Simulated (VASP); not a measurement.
# TaN in VASP: notebook, part 3 of 3

VASP 6.6.1. The steps go on from the part before.

## 5. Electric field gradients, LDA (10.83 Å³/atom)

This run uses another cell than the first one, of 10.83 Å³/atom.

Contents of INCAR:

```
PREC = Accurate
ENCUT = 520
EDIFF = 1E-8
ISMEAR = -1
SIGMA = 0.03
LREAL = F
LASPH = T
NELM = 60
ALGO = Normal
ISIF = 2
LWAVE = F
LCHARG = F
GGA = CA
LEFG = T
NBANDS = 33
```

Contents of KPOINTS:

```
regular mesh
0
Gamma
  5 5 8
```

Contents of POSCAR:

```
TaN
1.0
    5.1149231080      0.0000000000      0.0000000000
   -2.5574615540      4.4296533499      0.0000000000
    0.0000000000      0.0000000000      2.8686978849
Ta N
3 3
Direct
    0.0000000000      0.0000000000      0.0000000000
    0.3333333333      0.6666666667      0.5000000000
    0.6666666667      0.3333333333      0.5000000000
    0.5000000000      0.0000000000      0.0000000000
    0.5000000000      0.5000000000      0.0000000000
    0.0000000000      0.5000000000      0.0000000000
```

Potentials or basis: VASP PAW LDA potentials, release 64 (Ta_pv, N).

Run with:

```
$ cat potpaw_LDA.64/Ta_pv/POTCAR potpaw_LDA.64/N/POTCAR > POTCAR
$ mpirun -np 1 vasp_std > vasp.out
```

OUTCAR:

```text
PREC = Accurate
   ENCUT = 520
   EDIFF = 1E-8
   ISMEAR = -1
   LREAL = F
   LASPH = T
   NELM = 60
   ISIF = 2
   GGA = CA

 ion  position               nearest neighbor table
   1  0.000  0.000  0.000-   5 2.56   6 2.56   6 2.56   5 2.56   4 2.56   4 2.56   3 3.28   3 3.28
                             2 3.28   2 3.28   2 3.28   3 3.28   2 3.28   3 3.28   2 3.28   3 3.28
   2  0.333  0.667  0.500-   4 2.06   4 2.06   6 2.06   6 2.06   5 2.06   5 2.06   3 2.95   3 2.95
                             3 2.95   1 3.28   1 3.28   1 3.28   1 3.28   1 3.28   1 3.28
   3  0.667  0.333  0.500-   4 2.06   4 2.06   6 2.06   6 2.06   5 2.06   5 2.06   2 2.95   2 2.95
                             2 2.95   1 3.28   1 3.28   1 3.28   1 3.28   1 3.28   1 3.28
   4  0.500  0.000  0.000-   2 2.06   3 2.06   2 2.06   3 2.06   1 2.56   1 2.56
   5  0.500  0.500  0.000-   2 2.06   3 2.06   2 2.06   3 2.06   1 2.56   1 2.56
[... 1112 lines left out ...]
---------------------------------------------------------------------

 Electric field gradients after diagonalization (V/A^2)
 (convention: |V_zz| > |V_xx| > |V_yy|)
----------------------------------------------------------------------
 ion       V_xx      V_yy      V_zz     asymmetry (V_yy - V_xx)/ V_zz
----------------------------------------------------------------------
   1     171.441   171.438  -342.879       0.000
   2     200.397   200.397  -400.794       0.000
   3     200.397   200.397  -400.794       0.000
   4     -29.843    -4.948    34.792       0.716
   5     -29.844    -4.948    34.792       0.716
   6     -29.843    -4.948    34.792       0.716
----------------------------------------------------------------------

           NMR quadrupolar parameters

 Cq : quadrupolar parameter    Cq=e*Q*V_zz/h
 eta: asymmetry parameters     (V_yy - V_xx)/ V_zz
 Q  : nuclear electric quadrupole moment in mb (millibarn)
----------------------------------------------------------------------
 ion       Cq(MHz)       eta       Q (mb)
----------------------------------------------------------------------
   1      -0.829       0.000       1.000
   2      -0.969       0.000       1.000
   3      -0.969       0.000       1.000
   4       0.084       0.716       1.000
   5       0.084       0.716       1.000
   6       0.084       0.716       1.000
----------------------------------------------------------------------
```

OSZICAR:

```text
N       E                     dE             d eps       ncg     rms          rms(c)
DAV:   1     0.440013111041E+03    0.44001E+03   -0.26064E+04  1650   0.153E+03
DAV:   2    -0.526524627237E+02   -0.49267E+03   -0.46890E+03  1898   0.446E+02
DAV:   3    -0.813966345953E+02   -0.28744E+02   -0.28107E+02  1983   0.103E+02
DAV:   4    -0.819686171827E+02   -0.57198E+00   -0.56574E+00  2075   0.137E+01
DAV:   5    -0.819811682568E+02   -0.12551E-01   -0.12536E-01  2059   0.162E+00    0.500E+01
DAV:   6    -0.719286987783E+02    0.10052E+02   -0.47318E+01  1982   0.386E+01    0.219E+01
DAV:   7    -0.715028562382E+02    0.42584E+00   -0.40456E+00  2075   0.146E+01    0.121E+01
DAV:   8    -0.713128326474E+02    0.19002E+00   -0.63428E-01  2047   0.529E+00    0.395E+00
DAV:   9    -0.712790226102E+02    0.33810E-01   -0.80722E-02  2019   0.261E+00    0.454E-01
DAV:  10    -0.712778609532E+02    0.11617E-02   -0.13606E-02  2058   0.635E-01    0.177E-01
DAV:  11    -0.712775284118E+02    0.33254E-03   -0.21465E-03  2023   0.304E-01    0.523E-02
DAV:  12    -0.712775104647E+02    0.17947E-04   -0.13581E-04  1996   0.738E-02    0.203E-02
DAV:  13    -0.712775101529E+02    0.31184E-06   -0.60395E-06  2048   0.153E-02    0.410E-03
DAV:  14    -0.712775102596E+02   -0.10675E-06   -0.92494E-07  2052   0.571E-03    0.310E-03
DAV:  15    -0.712775101652E+02    0.94385E-07   -0.40801E-07  2009   0.403E-03    0.251E-04
DAV:  16    -0.712775101650E+02    0.21919E-09   -0.12139E-08  1313   0.688E-04
   1 F= -.71277510E+02 E0= -.71275029E+02  d E =-.496141E-02
```

stdout:

```text
POSCAR found type information on POSCAR TaN
 POSCAR found :  2 types and       6 ions
 scaLAPACK will be used
 LDA part: xc-table for (Slater(with rela. corr.)+CA(PZ))
 , standard interpolation
 POSCAR, INCAR and KPOINTS ok, starting setup
 FFT: planning ... GRIDC
 FFT: planning ... GRID_SOFT
 FFT: planning ... GRID
 WAVECAR not read
 entering main loop
ion   1

ion   2

ion   3

ion   4

ion   5

ion   6
```

It took 56 s on 1 thread of Intel Xeon 8259CL, shared host; peak memory 0.19 GiB.

What came out:

```yaml
Free_energy: -71.2775 eV
Pressure: 11.5 GPa
Band_gap_on_the_k_mesh: zero (bands 24 and 25 overlap by 2.30 eV)
Largest_electric_field_gradient_by_atom: Ta -342.9, -400.8 (each value once); N +34.8 V/Å²
```

Levels at points of the mesh, in eV from the Fermi level:
| k point | band 20 | band 21 | band 22 | band 23 | band 24 | band 25 | band 26 | band 27 | band 28 | band 29 |
| --- | --- | --- | --- | --- | --- | --- | --- | --- | --- | --- |
| (0.00, 0.00, 0.00) | -3.09 | -3.09 | -2.65 | -2.20 | -1.42 | -1.42 | 0.76 | 0.76 | 1.35 | 2.32 |
| (0.00, 0.00, 0.50) | -3.98 | -3.24 | -3.24 | -2.04 | 0.88 | 0.88 | 1.56 | 1.91 | 2.63 | 2.63 |

Electric field gradients, principal values (V/Å²):
```csv
atom,least,middle,greatest (by size)
1 Ta,171.438,171.441,-342.879
2 Ta,200.397,200.397,-400.794
3 Ta,200.397,200.397,-400.794
4 N,-4.948,-29.843,34.792
5 N,-4.948,-29.844,34.792
6 N,-4.948,-29.843,34.792
```

Caveat: the cell stands under pressure; without QUAD_EFG the Cq values of the log hold for a quadrupole moment of 1 mb, not for the nuclei; spin-orbit coupling is left out, which moves the levels of the heavy elements.

## 6. Electric field gradients, LDA (10.83 Å³/atom)

This run uses another cell than the first one, of 10.83 Å³/atom.

Contents of INCAR:

```
SYSTEM = TaN
ALGO = Normal
EDIFF = 1E-8
ENCUT = 520
GGA = CA
ISIF = 2
ISMEAR = -1
LASPH = .True.
LCHARG = .False.
LEFG = .True.
LREAL = .False.
LWAVE = .False.
NBANDS = 33
NELM = 100
PREC = Accurate
SIGMA = 0.03
```

Contents of KPOINTS:

```
k-points
0
Gamma
  5 5 8
  0 0 0
```

POSCAR is that of step 5.

Potentials or basis: VASP PAW LDA potentials, release 64 (Ta_pv, N).

Run with:

```
$ cat potpaw_LDA.64/Ta_pv/POTCAR potpaw_LDA.64/N/POTCAR > POTCAR
$ mpirun -np 1 vasp_std > vasp.out
```

OUTCAR:

```text
SYSTEM = TaN
   EDIFF = 1E-8
   ENCUT = 520
   GGA = CA
   ISIF = 2
   ISMEAR = -1
   LASPH = .True.
   LREAL = .False.
   NELM = 100
   PREC = Accurate

 ion  position               nearest neighbor table
   1  0.000  0.000  0.000-   5 2.56   6 2.56   6 2.56   5 2.56   4 2.56   4 2.56   3 3.28   3 3.28
                             2 3.28   2 3.28   2 3.28   3 3.28   2 3.28   3 3.28   2 3.28   3 3.28
   2  0.333  0.667  0.500-   4 2.06   4 2.06   6 2.06   6 2.06   5 2.06   5 2.06   3 2.95   3 2.95
                             3 2.95   1 3.28   1 3.28   1 3.28   1 3.28   1 3.28   1 3.28
   3  0.667  0.333  0.500-   4 2.06   4 2.06   6 2.06   6 2.06   5 2.06   5 2.06   2 2.95   2 2.95
                             2 2.95   1 3.28   1 3.28   1 3.28   1 3.28   1 3.28   1 3.28
   4  0.500  0.000  0.000-   2 2.06   3 2.06   2 2.06   3 2.06   1 2.56   1 2.56
   5  0.500  0.500  0.000-   2 2.06   3 2.06   2 2.06   3 2.06   1 2.56   1 2.56
   6  0.000  0.500  0.000-   2 2.06   3 2.06   2 2.06   3 2.06   1 2.56   1 2.56

  LATTYP: Found a hexagonal cell.
 ALAT       =     5.1149231080
 C/A-ratio  =     0.5608486822

  Lattice vectors:

 A1 = (   5.1149231080,   0.0000000000,   0.0000000000)
 A2 = (  -2.5574615540,   4.4296533499,   0.0000000000)
 A3 = (   0.0000000000,   0.0000000000,   2.8686978849)

Analysis of symmetry for initial positions (statically):
=====================================================================
 Subroutine PRICEL returns:
 Original cell was already a primitive cell.

 Routine SETGRP: Setting up the symmetry group for a
 hexagonal supercell.

 Subroutine GETGRP returns: Found 24 space group operations
 (whereof 24 operations were pure point group operations)
 out of a pool of 24 trial point group operations.

The static configuration has the point symmetry D_6h.

Analysis of symmetry for dynamics (positions and initial velocities):
=====================================================================
 Subroutine PRICEL returns:
 Original cell was already a primitive cell.

 Routine SETGRP: Setting up the symmetry group for a
 hexagonal supercell.

 Subroutine GETGRP returns: Found 24 space group operations
 (whereof 24 operations were pure point group operations)
 out of a pool of 24 trial point group operations.

The dynamic configuration has the point symmetry D_6h.

 Subroutine INISYM returns: Found 24 space group operations
 (whereof 24 operations are pure point group operations),
 and found     1 'primitive' translations

----------------------------------------------------------------------------------------

                                     Primitive cell

  volume of cell :      64.9971

  direct lattice vectors                    reciprocal lattice vectors
     5.114923108  0.000000000  0.000000000     0.195506360  0.112875650  0.000000000
    -2.557461554  4.429653350  0.000000000     0.000000000  0.225751299  0.000000000
     0.000000000  0.000000000  2.868697885     0.000000000  0.000000000  0.348590211

  length of vectors
     5.114923108  5.114923108  2.868697885     0.225751299  0.225751299  0.348590211

  position of ions in fractional coordinates (direct lattice)
     0.000000000  0.000000000  0.000000000
     0.333333333  0.666666667  0.500000000
     0.666666667  0.333333333  0.500000000
     0.500000000  0.000000000  0.000000000
     0.500000000  0.500000000  0.000000000
     0.000000000  0.500000000  0.000000000
[... 110 lines left out ...]
   LRPA    =     F    only Hartree local field effects (RPA)
 non-spin polarized calculation
  energy-cutoff  :      520.00
  volume of cell :       65.00
 maximum number of plane-waves:      1774
 NGX is ok and might be reduce to    40
   NGX = 19   NGY = 19   NGZ = 11

 number of electron      47.9999993 magnetization

 Free energy of the ion-electron system (eV)
  ---------------------------------------------------
  ext. energy  EPLUGINS =         0.00000000
  ---------------------------------------------------
  free energy    TOTEN  =       -71.27751017 eV

  energy without entropy =      -71.27254875  energy(sigma->0) =      -71.27502946

 E-fermi :   8.5577     XC(G=0): -13.5043

 val. band max:        8.5305903704   @ k =   0.2000   0.0000   0.3750
 cond. band min:       8.5687779802   @ k =   0.2000   0.0000   0.2500
 fundamental gap:      0.0381876097
 Fermi energy:         8.5576619141

 k-point     1 :       0.0000    0.0000    0.0000
  band No.  band energies     occupation
      1     -27.4745      2.00000
      2     -27.4745      2.00000
      3     -27.0268      2.00000
      4     -27.0268      2.00000
      5     -26.7842      2.00000
      6     -26.6494      2.00000
[... 853 lines left out ...]
     32      12.7039      0.00000
     33      14.2560      0.00000

 [... further k-points ...]

------------------------ aborting loop because EDIFF is reached ----------------------------------------

  FORCE on cell =-STRESS in cart. coord.  units (eV):
  Direction    XX          YY          ZZ          XY          YZ          ZX
  --------------------------------------------------------------------------------------
  -------------------------------------------------------------------------------------
  Total        4.2381640      4.2381640      5.5220801      0.0000000      0.0000000      0.0000000
  in kB      104.4707406    104.4707406    136.1192735      0.0000000      0.0000000      0.0000000
  external PRESSURE =     115.0202516 kB  Pullay stress =       0.0000000 kB

 VOLUME and BASIS-vectors are now :
 -----------------------------------------------------------------------------
  energy-cutoff  :      520.00
  volume of cell :       65.00
      direct lattice vectors                 reciprocal lattice vectors
     5.114923108  0.000000000  0.000000000     0.195506360  0.112875650  0.000000000
    -2.557461554  4.429653350  0.000000000     0.000000000  0.225751299  0.000000000
     0.000000000  0.000000000  2.868697885     0.000000000  0.000000000  0.348590211

 POSITION                                       TOTAL-FORCE (eV/Angst)
 -----------------------------------------------------------------------------------
      0.00000      0.00000      0.00000        -0.000000      0.000000      0.000000
     -0.00000      2.95310      1.43435        -0.000000      0.000000      0.000000
      2.55746      1.47655      1.43435         0.000000      0.000000     -0.000000
      2.55746      0.00000      0.00000        -0.000000      0.000000      0.000000
      1.27873      2.21483      0.00000        -0.000000      0.000000      0.000000
     -1.27873      2.21483      0.00000        -0.000000      0.000000      0.000000
 -----------------------------------------------------------------------------------
    total drift:                               -0.000000      0.000000     -0.000000

  FREE ENERGIE OF THE ION-ELECTRON SYSTEM (eV)
  ---------------------------------------------------
  free  energy   TOTEN  =       -71.2775101650 eV

  energy  without entropy=      -71.2725487523  energy(sigma->0) =      -71.27502946

 Electric field gradients (V/A^2)
---------------------------------------------------------------------
 ion       V_xx      V_yy      V_zz      V_xy      V_xz      V_yz
---------------------------------------------------------------------
   1     171.440   171.439  -342.879    -0.001     0.000    -0.000
   2     200.397   200.397  -400.794     0.000     0.000     0.000
   3     200.397   200.397  -400.794     0.000     0.000     0.000
   4      34.792   -29.843    -4.948     0.001     0.000     0.000
   5     -13.685    18.633    -4.948    27.988     0.000    -0.000
   6     -13.685    18.634    -4.948   -27.987    -0.000    -0.000
---------------------------------------------------------------------

 Electric field gradients after diagonalization (V/A^2)
 (convention: |V_zz| > |V_xx| > |V_yy|)
----------------------------------------------------------------------
 ion       V_xx      V_yy      V_zz     asymmetry (V_yy - V_xx)/ V_zz
----------------------------------------------------------------------
   1     171.441   171.438  -342.879       0.000
   2     200.397   200.397  -400.794       0.000
   3     200.397   200.397  -400.794       0.000
   4     -29.843    -4.948    34.792       0.716
   5     -29.844    -4.948    34.792       0.716
   6     -29.843    -4.948    34.792       0.716
----------------------------------------------------------------------

           NMR quadrupolar parameters

 Cq : quadrupolar parameter    Cq=e*Q*V_zz/h
 eta: asymmetry parameters     (V_yy - V_xx)/ V_zz
 Q  : nuclear electric quadrupole moment in mb (millibarn)
----------------------------------------------------------------------
 ion       Cq(MHz)       eta       Q (mb)
----------------------------------------------------------------------
   1      -0.829       0.000       1.000
   2      -0.969       0.000       1.000
   3      -0.969       0.000       1.000
   4       0.084       0.716       1.000
   5       0.084       0.716       1.000
   6       0.084       0.716       1.000
----------------------------------------------------------------------
```

OSZICAR:

```text
N       E                     dE             d eps       ncg     rms          rms(c)
DAV:   1     0.440013111041E+03    0.44001E+03   -0.26064E+04  1650   0.153E+03
DAV:   2    -0.526524627237E+02   -0.49267E+03   -0.46890E+03  1898   0.446E+02
DAV:   3    -0.813966345953E+02   -0.28744E+02   -0.28107E+02  1983   0.103E+02
DAV:   4    -0.819686171827E+02   -0.57198E+00   -0.56574E+00  2075   0.137E+01
DAV:   5    -0.819811682568E+02   -0.12551E-01   -0.12536E-01  2059   0.162E+00    0.500E+01
DAV:   6    -0.719286987783E+02    0.10052E+02   -0.47318E+01  1982   0.386E+01    0.219E+01
DAV:   7    -0.715028562382E+02    0.42584E+00   -0.40456E+00  2075   0.146E+01    0.121E+01
DAV:   8    -0.713128326474E+02    0.19002E+00   -0.63428E-01  2047   0.529E+00    0.395E+00
DAV:   9    -0.712790226102E+02    0.33810E-01   -0.80722E-02  2019   0.261E+00    0.454E-01
DAV:  10    -0.712778609532E+02    0.11617E-02   -0.13606E-02  2058   0.635E-01    0.177E-01
DAV:  11    -0.712775284118E+02    0.33254E-03   -0.21465E-03  2023   0.304E-01    0.523E-02
DAV:  12    -0.712775104647E+02    0.17947E-04   -0.13581E-04  1996   0.738E-02    0.203E-02
DAV:  13    -0.712775101529E+02    0.31184E-06   -0.60395E-06  2048   0.153E-02    0.410E-03
DAV:  14    -0.712775102596E+02   -0.10675E-06   -0.92494E-07  2052   0.571E-03    0.310E-03
DAV:  15    -0.712775101652E+02    0.94385E-07   -0.40801E-07  2009   0.403E-03    0.251E-04
DAV:  16    -0.712775101650E+02    0.21919E-09   -0.12139E-08  1313   0.688E-04
   1 F= -.71277510E+02 E0= -.71275029E+02  d E =-.496141E-02
```

It took 56 s on 1 thread of Intel Xeon 8259CL, shared host; peak memory 0.19 GiB.

What came out:

```
Free energy                             : -71.2775 eV
Pressure                                : 11.5 GPa
Band gap on the k mesh                  : zero (bands 24 and 25 overlap by 2.30 eV)
Largest electric field gradient by atom : Ta -342.9, -400.8 (each value once); N +34.8 V/Å²
```

Stress tensor (GPa, compression positive):
```
10.45  0.00  0.00
 0.00 10.45  0.00
 0.00  0.00 13.61
```

Electric field gradients, principal values (V/Å²):
```tsv
atom	least	middle	greatest (by size)
1 Ta	171.438	171.441	-342.879
2 Ta	200.397	200.397	-400.794
3 Ta	200.397	200.397	-400.794
4 N	-4.948	-29.843	34.792
5 N	-4.948	-29.844	34.792
6 N	-4.948	-29.843	34.792
```

Caveat: the cell stands under pressure; without QUAD_EFG the Cq values of the log hold for a quadrupole moment of 1 mb, not for the nuclei; spin-orbit coupling is left out, which moves the levels of the heavy elements.

## 7. The runs side by side

| cell | gap on the mesh (eV) | pressure (GPa) |
| --- | --- | --- |
| a = 5.186, b = 5.230, c = 2.908 Å, angles 90.4, 91.1, 120.9°, 6 atoms | none | -2.6 |
| a = 5.079, b = 5.079, c = 2.849 Å, angles 90.0, 90.0, 120.0°, 6 atoms | none | 20.0 |
| a = 5.115, b = 5.115, c = 2.869 Å, angles 90.0, 90.0, 120.0°, 6 atoms | none | 11.5 |

Alike in all rows: task electric field gradients; level LDA; potentials or basis VASP PAW LDA potentials, release 64 (Ta_pv, N); no spin polarisation; k mesh 5 × 5 × 8; cutoff (eV) 520; smearing fermi-dirac 0.03 eV.

Caveats: spin-orbit coupling is left out, which moves the levels of the heavy elements; the cell stands under pressure (at least some runs).

Absolute energies hang on the potentials; compare differences alone.
